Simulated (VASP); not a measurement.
# TaN (P-1) in VASP: further runs, part 2 of 2

VASP 6.6.1. The steps go on from the part before.

## (3) Electric field gradients, PBEsol (equal xy, yz and zx shear strains of +2 %)

Input file INCAR:

```
  PREC = Accurate
  ENCUT = 520
  EDIFF = 1E-8
  ISMEAR = -1
  SIGMA = 0.01
  LREAL = False
  LASPH = True
  NELM = 100
  ALGO = Normal
  ISIF = 2
  LWAVE = False
  LCHARG = False
  GGA = PS
  LEFG = True
  NBANDS = 24
```

Input file KPOINTS:

```
regular mesh
0
Gamma
  9 9 5
```

Input file POSCAR:

```
TaN
1.0
    3.0480019786      0.0304800198      0.0304800198
   -1.4976045179      2.6244071343      0.0111564616
    0.0491800000      0.0491800000      4.9180000000
Ta N
2 2
Direct
    0.0000000000      0.0000000000      0.0000000000
    0.0000000000      0.0000000000      0.5000000000
    0.3333333333      0.6666666667      0.2500000000
    0.6666666667      0.3333333333      0.7500000000
```

Potentials or basis: VASP PAW PBE potentials, release 64 (Ta_pv, N).

On the command line:

```
$ cat potpaw_PBE.64/Ta_pv/POTCAR potpaw_PBE.64/N/POTCAR > POTCAR
$ mpirun -np 1 vasp_std > vasp.out
```

OUTCAR:

```text
PREC = Accurate
   ENCUT = 520
   EDIFF = 1E-8
   ISMEAR = -1
   LREAL = False
   LASPH = True
   NELM = 100
   ISIF = 2
   GGA = PS

 ion  position               nearest neighbor table
   1  0.000  0.000  0.000-   4 2.13   3 2.13   4 2.14   3 2.14   4 2.17   3 2.17   2 2.46   2 2.46

   2  0.000  0.000  0.500-   3 2.13   4 2.13   4 2.13   3 2.13   4 2.19   3 2.19   1 2.46   1 2.46

   3  0.333  0.667  0.250-   2 2.13   2 2.13   1 2.13   1 2.14   1 2.17   2 2.19
   4  0.667  0.333  0.750-   2 2.13   2 2.13   1 2.13   1 2.14   1 2.17   2 2.19

  LATTYP: Found a triclinic cell.
 ALAT       =     3.0747181470
 B/A-ratio  =     2.3231830043
 C/A-ratio  =     0.9914101449
 COS(alpha) =     0.0010165412
 COS(beta)  =     0.5129592077
 COS(gamma) =     0.6232445268

  Lattice vectors:

 A1 = (  -1.5503974607,  -2.6548871541,  -0.0416364814)
 A2 = (  -0.0036129428,  -5.2301142884,   4.8652070570)
 A3 = (  -3.0480019786,  -0.0304800198,  -0.0304800198)

Analysis of symmetry for initial positions (statically):
=====================================================================
 Subroutine PRICEL returns:
 Original cell was already a primitive cell.

 Routine SETGRP: Setting up the symmetry group for a
 triclinic supercell.

 Subroutine GETGRP returns: Found  2 space group operations
 (whereof  2 operations were pure point group operations)
 out of a pool of  2 trial point group operations.

The static configuration has the point symmetry S_2 .

Analysis of symmetry for dynamics (positions and initial velocities):
[... 820 lines left out ...]

  FORCE on cell =-STRESS in cart. coord.  units (eV):
  Direction    XX          YY          ZZ          XY          YZ          ZX
  --------------------------------------------------------------------------------------
  -------------------------------------------------------------------------------------
  Total        5.5154189      5.5294786     26.4351308     -0.6217088     -1.1880016     -1.1761786
  in kB      223.3926508    223.9621124   1070.7099547    -25.1812546    -48.1179831    -47.6391097
  external PRESSURE =     506.0215726 kB  Pullay stress =       0.0000000 kB

 VOLUME and BASIS-vectors are now :
 -----------------------------------------------------------------------------
  energy-cutoff  :      520.00
  volume of cell :       39.56
      direct lattice vectors                 reciprocal lattice vectors
     3.048001979  0.030480020  0.030480020     0.326272947  0.186207775 -0.005124807
    -1.497604518  2.624407134  0.011156462    -0.003751619  0.378913546 -0.003751619
     0.049180000  0.049180000  4.918000000    -0.002013613 -0.002013613  0.203374961

 POSITION                                       TOTAL-FORCE (eV/Angst)
 -----------------------------------------------------------------------------------
      0.00000      0.00000      0.00000         0.000000     -0.000000      0.000000
      0.02459      0.02459      2.45900        -0.000000     -0.000000      0.000000
      0.02989      1.77206      1.24710         0.385801      0.011343     -0.027291
      1.56968      0.93201      3.71254        -0.385801     -0.011343      0.027291
 -----------------------------------------------------------------------------------
    total drift:                               -0.000000      0.000000      0.000000

  FREE ENERGIE OF THE ION-ELECTRON SYSTEM (eV)
  ---------------------------------------------------
  free  energy   TOTEN  =       -44.2737770890 eV

  energy  without entropy=      -44.2727860706  energy(sigma->0) =      -44.27328158

 Electric field gradients (V/A^2)
---------------------------------------------------------------------
 ion       V_xx      V_yy      V_zz      V_xy      V_xz      V_yz
---------------------------------------------------------------------
   1      52.117   124.475  -176.592   -18.190    -2.193    35.519
   2     125.177    54.553  -179.730    52.830    72.885    34.697
   3      -2.633    -2.440     5.074     1.872     3.960     3.982
   4      -2.633    -2.440     5.074     1.872     3.960     3.982
---------------------------------------------------------------------

 Electric field gradients after diagonalization (V/A^2)
 (convention: |V_zz| > |V_xx| > |V_yy|)
----------------------------------------------------------------------
 ion       V_xx      V_yy      V_zz     asymmetry (V_yy - V_xx)/ V_zz
----------------------------------------------------------------------
   1     132.770    47.956  -180.726       0.469
   2     171.906    26.375  -198.281       0.734
   3      -4.426    -4.085     8.511       0.040
   4      -4.426    -4.085     8.511       0.040
----------------------------------------------------------------------

           NMR quadrupolar parameters

 Cq : quadrupolar parameter    Cq=e*Q*V_zz/h
 eta: asymmetry parameters     (V_yy - V_xx)/ V_zz
 Q  : nuclear electric quadrupole moment in mb (millibarn)
----------------------------------------------------------------------
 ion       Cq(MHz)       eta       Q (mb)
----------------------------------------------------------------------
   1      -0.437       0.469       1.000
   2      -0.479       0.734       1.000
   3       0.021       0.040       1.000
   4       0.021       0.040       1.000
----------------------------------------------------------------------
```

OSZICAR:

```text
N       E                     dE             d eps       ncg     rms          rms(c)
DAV:   1     0.270814295572E+03    0.27081E+03   -0.17362E+04  9744   0.143E+03
DAV:   2    -0.354213840048E+02   -0.30624E+03   -0.29183E+03 11544   0.417E+02
DAV:   3    -0.490156754692E+02   -0.13594E+02   -0.13354E+02 12368   0.857E+01
DAV:   4    -0.491721085146E+02   -0.15643E+00   -0.15583E+00 10952   0.945E+00
DAV:   5    -0.491741112272E+02   -0.20027E-02   -0.20022E-02 12664   0.861E-01    0.412E+01
DAV:   6    -0.445001228107E+02    0.46740E+01   -0.17151E+01 11800   0.292E+01    0.188E+01
DAV:   7    -0.443312228973E+02    0.16890E+00   -0.99518E-01 10768   0.735E+00    0.109E+01
DAV:   8    -0.442785259130E+02    0.52697E-01   -0.12374E-01 12128   0.275E+00    0.131E+00
DAV:   9    -0.442741081872E+02    0.44177E-02   -0.13183E-02 11728   0.970E-01    0.384E-01
DAV:  10    -0.442738533522E+02    0.25484E-03   -0.15699E-03 11936   0.470E-01    0.239E-01
DAV:  11    -0.442738002689E+02    0.53083E-04   -0.50368E-04 11968   0.229E-01    0.535E-02
DAV:  12    -0.442737773331E+02    0.22936E-04   -0.48046E-05 11496   0.649E-02    0.118E-02
DAV:  13    -0.442737773988E+02   -0.65748E-07   -0.13825E-06 12008   0.896E-03    0.604E-03
DAV:  14    -0.442737771100E+02    0.28884E-06   -0.11285E-07 11984   0.228E-03    0.149E-03
DAV:  15    -0.442737770927E+02    0.17292E-07   -0.10141E-08  6648   0.852E-04    0.236E-04
DAV:  16    -0.442737770890E+02    0.36921E-08   -0.17425E-09  5704   0.292E-04
   1 F= -.44273777E+02 E0= -.44273282E+02  d E =-.991018E-03
```

stdout:

```text
POSCAR found type information on POSCAR TaN
 POSCAR found :  2 types and       4 ions
 scaLAPACK will be used
 -----------------------------------------------------------------------------
|                                                                             |
|                                                                             |
|     You enforced a specific xc type in the INCAR file but a different       |
|     I HOPE YOU KNOW WHAT YOU ARE DOING!                                     |
|                                                                             |
 -----------------------------------------------------------------------------

 LDA part: xc-table for (Slater+PW92), standard interpolation
 POSCAR, INCAR and KPOINTS ok, starting setup
 FFT: planning ... GRIDC
 FFT: planning ... GRID_SOFT
 FFT: planning ... GRID
 WAVECAR not read
 entering main loop
ion   1
     0.0000657     0.0225635    -0.0926363     6.3503394     0.4308991     0.2803283
     0.0000905     0.0225635    -0.0926363     6.3503394     0.4308991     0.2803283
     0.0001247     0.0225635    -0.0926363     6.3503395     0.4308991     0.2803283
     0.0001717     0.0225635    -0.0926363     6.3503396     0.4308991     0.2803283
[... 34 lines left out ...]
     0.0000281    -1.8165687    -4.0400405    -3.8536199    -4.0194416     0.0920839
     0.0000381    -1.8165686    -4.0400401    -3.8536195    -4.0194412     0.0920839
     0.0000517    -1.8165682    -4.0400394    -3.8536189    -4.0194405     0.0920839
     0.0000701    -1.8165678    -4.0400383    -3.8536177    -4.0194395     0.0920838
```

Run time: 4.9 min. Hardware: 1 thread of AMD EPYC 7R43 (Zen 3), shared host; peak memory 0.25 GiB.

What came out:

| Item | Value |
| --- | --- |
| Free energy | -44.2738 eV |
| Pressure | 50.6 GPa |
| Largest force | 0.387 eV/Å |
| Band gap on the k mesh | zero (bands 16 and 17 overlap by 2.50 eV) |
| Largest electric field gradient by atom | Ta -180.7, -198.3; N +8.5 V/Å² |

Forces on the atoms (eV/Å):
```
Ta   0.000  0.000  0.000
Ta   0.000  0.000  0.000
N    0.386  0.011 -0.027
N   -0.386 -0.011  0.027
```

Stress tensor (GPa, compression positive):
```
 22.34  -2.52  -4.76
 -2.52  22.40  -4.81
 -4.76  -4.81 107.07
```

Levels at points of the mesh, in eV from the Fermi level:
| k point | band 12 | band 13 | band 14 | band 15 | band 16 | band 17 | band 18 | band 19 | band 20 | band 21 |
| --- | --- | --- | --- | --- | --- | --- | --- | --- | --- | --- |
| (0.00, 0.00, 0.00) | -5.24 | -3.68 | -3.52 | -3.50 | -1.95 | -1.73 | -0.81 | -0.43 | 2.88 | 4.36 |

Electric field gradients, principal values (V/Å²):
```tsv
atom	least	middle	greatest (by size)
1 Ta	47.956	132.770	-180.726
2 Ta	26.375	171.906	-198.281
3 N	-4.085	-4.426	8.511
4 N	-4.085	-4.426	8.511
```

Caveat: the cell differs from its parent crystal (equal xy, yz and zx shear strains of +2 %); the cell stands under pressure; without QUAD_EFG the Cq values of the log hold for a quadrupole moment of 1 mb, not for the nuclei; the PAW data sets were made with another functional, which shifts forces and pressure a little; spin-orbit coupling is left out, which moves the levels of the heavy elements.
